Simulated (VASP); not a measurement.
Here is a VASP 6.6.1 calculation.

The input INCAR:

```
PREC = Accurate
ENCUT = 520
EDIFF = 1E-7
ISMEAR = -1
SIGMA = 0.01
LREAL = F
LASPH = T
NELM = 100
ALGO = Normal
ISIF = 2
LWAVE = F
LCHARG = F
GGA = PS
IVDW = 12
NBANDS = 12
```

File KPOINTS:

```
regular mesh
0
Gamma
  12 12 11
```

Contents of POSCAR:

```
N
1.0
    2.3388722807      0.0000000000      0.0000000000
   -1.1694361404      2.0255228113      0.0000000000
    0.0000000000      0.0000000000      2.2706671140
N
2
Direct
    0.3333333333      0.6666666667      0.7500000000
    0.6666666667      0.3333333333      0.2500000000
```

Potentials or basis: VASP PAW PBE potentials, release 64 (N).

Run with:

```console
$ cat potpaw_PBE.64/N/POTCAR > POTCAR
$ mpirun -np 1 vasp_std > vasp.out
```

Q: Estimate the dispersion energy per atom.

A: -0.119 eV.

Q: Estimate the band gap on the k mesh.

A: Zero (band 5 reaches 12.71 eV, above the bottom of band 6 at 6.26 eV).

Q: Predict the pressure.

A: 66.4 GPa.

Stress tensor (GPa, compression positive):
```
64.49  0.00  0.00
 0.00 64.49  0.00
 0.00  0.00 70.23
```

Caveat: the PAW data sets were made with another functional, which shifts forces and pressure a little; pairwise dispersion overbinds metals, which lowers pressure and volume.
